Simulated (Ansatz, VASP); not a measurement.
Si in VASP and in Ansatz

The input INCAR:

```
SYSTEM = Si
PREC = Accurate
ENCUT = 520
EDIFF = 1E-8
ISMEAR = -1
SIGMA = 0.05
LREAL = .False.
LASPH = .True.
NELM = 100
ALGO = Normal
ISIF = 2
LWAVE = .False.
LCHARG = .False.
GGA = PE
LEFG = .True.
NBANDS = 8
```

KPOINTS

```
regular mesh
0
Gamma
  18 18 18
  0 0 0
```

File POSCAR:

```
Si
1.0
   -1.5102947414      1.5102947414      1.5102947414
    1.5102947414     -1.5102947414      1.5102947414
    1.5102947414      1.5102947414     -1.5102947414
Si
1
Direct
    0.0000000000      0.0000000000      0.0000000000
```

Input for Ansatz:

```yaml
crystal:
  lattice:
    - [-1.5102947414, 1.5102947414, 1.5102947414]
    - [1.5102947414, -1.5102947414, 1.5102947414]
    - [1.5102947414, 1.5102947414, -1.5102947414]
  atoms:
    - { symbol: Si, position: [0.0, 0.0, 0.0] }
kpoints:
  mp_grid: { grid: [18, 18, 18] }
scf:
  occupations: { method: fermi_dirac, width: 0.05 }
hamiltonian:
  xc: pbe
  pseudopotentials: { kind: all_electron, datasets: crystal }
output:
  forces: true
  stress: true
  eigenvalues: true
  efg: { contact_densities: true }
```

Change from the starting cell: volume scaled by 0.9405, crystal datasets.

Alike in both runs: task electric field gradients; functional PBE; k mesh 18 × 18 × 18; occupations fermi-dirac, width 0.05 eV; no spin polarisation.

|  | VASP | Ansatz |
| --- | --- | --- |
| version | VASP 6.6.1 | Ansatz 0.2.0 |
| potentials or method | VASP PAW PBE potentials, release 64 (Si), cutoff 520 eV | all-electron PAW with datasets made for the crystal, scalar-relativistic |

|  | VASP | Ansatz | Ansatz less VASP |
| --- | --- | --- | --- |
| pressure (GPa) | 6.4 | 6.5 | +0.07 |

Ansatz ran all-electron here, and VASP with PAW potentials.
